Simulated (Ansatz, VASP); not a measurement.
Two plane-wave programs on MgS

```
Mg S
1.0
     4.02863    0.00000    0.00000
    -2.01431    3.48889    0.00000
     0.00000    0.00000    6.58735
Mg S
2 2
Direct
  0.33333 0.66667 0.99929
  0.66667 0.33333 0.49929
  0.33333 0.66667 0.37571
  0.66667 0.33333 0.87571
```

Change from the starting cell: uniaxial_z strain +2.1%.

Alike in both runs: task single point; functional r2SCAN; k mesh 12 × 12 × 4; no spin polarisation.

|  | VASP | Ansatz |
| --- | --- | --- |
| version | VASP 6.6.1 | Ansatz 0.2.0 |
| potentials or method | VASP PAW PBE potentials, release 64 (Mg, S) | plane waves, PAW |
| plane-wave cutoff (eV) | 520 | 500 |
| occupations | gaussian, width 0.01 eV | fixed |
| valence electrons in the cell | 16 | 32 |

Ansatz gave:

| Quantity | Value |
| --- | --- |
| gap on the k mesh at the Fermi level (eV) | 4.11 |
| pressure (GPa) | -1.1 |
| traceless stress, the component that is largest in VASP (GPa) | -0.65 |

Problem. Estimate VASP's values.

Solution. gap on the k mesh at the Fermi level (eV): 4.09; pressure (GPa): -1.4; traceless stress, the component that is largest in VASP (GPa): -0.64.

VASP's potentials were made for PBE, not for r2SCAN. VASP's potentials hold 16 valence electrons a cell and Ansatz's 32, so a difference there can come from the potentials and not from the codes.
